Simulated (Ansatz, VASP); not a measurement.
## Two plane-wave programs on GaGe

INCAR

```
SYSTEM = GaGe
ALGO = Normal ; EDIFF = 1E-6
ENCUT = 520 ; GGA = PE
ISIF = 2 ; ISMEAR = 0
LASPH = .TRUE. ; LCHARG = .FALSE.
LREAL = .FALSE. ; LWAVE = .FALSE.
NBANDS = 20 ; NELM = 80
PREC = Accurate ; SIGMA = 0.018000000000000002
```

KPOINTS

```
k-points
0
G
  8 8 8
  0 0 0
```

The input POSCAR:

```
GaGe
1.0
    0.0000000000      2.8978440000      2.8978440000
    2.8978440000      0.0000000000      2.8978440000
    2.8978440000      2.8978440000      0.0000000000
Ge Ga
1 1
Direct
    0.0000000000      0.0000000000      0.0000000000
    0.2500000000      0.2500000000      0.2500000000
```

Contents of input.yaml:

```yaml
crystal:
  lattice:
    - [0.0, 2.897844, 2.897844]
    - [2.897844, 0.0, 2.897844]
    - [2.897844, 2.897844, 0.0]
  atoms:
    - { symbol: Ge, position: [0.0, 0.0, 0.0] }
    - { symbol: Ga, position: [0.25, 0.25, 0.25] }
hamiltonian:
  xc: pbe
  pseudopotentials: { kind: paw }
kpoints:
  mp_grid: { grid: [8, 8, 8] }
scf:
  occupations: { method: gaussian, width: 0.018 }
output:
  forces: true
  stress: true
  eigenvalues: true
  write_density: true
  write_potential: true
  elf: true
  volumetric_format: npy
```

Alike in both runs: task single point; functional PBE; k mesh 8 × 8 × 8; occupations gaussian, width 0.018 eV; no spin polarisation.

```csv
,VASP,Ansatz
version,VASP 6.6.1,Ansatz 0.2.0
potentials or method,"VASP PAW PBE potentials, release 64 (Ge_d, Ga_d)",Ansatz PAW
plane-wave cutoff (eV),520,420
valence electrons in the cell,27,27
```

|  | VASP | Ansatz | Ansatz less VASP |
| --- | --- | --- | --- |
| gap on the k mesh at the Fermi level (eV) | none | none | - |
| pressure (GPa) | 0.3 | 0.2 | -0.03 |

A gap of «none» marks a metal or a gap that the smearing closes. With one functional, cell and mesh, what is left measures potentials, basis and numerics.
